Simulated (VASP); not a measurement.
Here is a VASP 6.6.1 calculation.

The input INCAR:

```
SYSTEM = BaHPb
PREC = Accurate
ENCUT = 520
EDIFF = 1E-6
ISMEAR = 0
SIGMA = 0.1
LREAL = .FALSE.
LASPH = .TRUE.
NELM = 80
ALGO = Normal
ISIF = 2
LWAVE = .FALSE.
LCHARG = .FALSE.
GGA = PE
NBANDS = 20
```

Contents of KPOINTS:

```
Automatic mesh
0
G
  4 4 4
  0 0 0
```

File POSCAR:

```
BaHPb
1.0
    4.1173140966      0.0000000000      0.0000000000
    0.0000000000      4.1173140966      0.0000000000
    0.0000000000      0.0000000000      4.8337492367
Ba H Pb
1 1 1
Direct
    0.0000000000      0.0000000000      0.2904813729
    0.5000000000      0.5000000000      0.3920358363
    0.5000000000      0.5000000000      0.8174827909
```

Potentials or basis: VASP PAW PBE potentials, release 64 (Ba_sv, H, Pb_d).

Command:

```bash
$ cat potpaw_PBE.64/Ba_sv/POTCAR potpaw_PBE.64/H/POTCAR potpaw_PBE.64/Pb_d/POTCAR > POTCAR
$ mpirun -np 1 vasp_std > vasp.out
```

Task: Predict the largest force.

Result: 0.016 eV/Å.

Task: What does it give for the band gap on the k mesh?

Result: Zero (an odd number of electrons rules out a gap without spin polarisation).

Task: Predict the pressure.

Result: 0.3 GPa.

Stress tensor (GPa, compression positive):
```
0.33 0.00 0.00
0.00 0.33 0.00
0.00 0.00 0.20
```

Caveat: the k points lie up to 0.38 Å⁻¹ apart, too coarse for converged energies and pressures of a metal; spin-orbit coupling is left out, which moves the levels of the heavy elements.
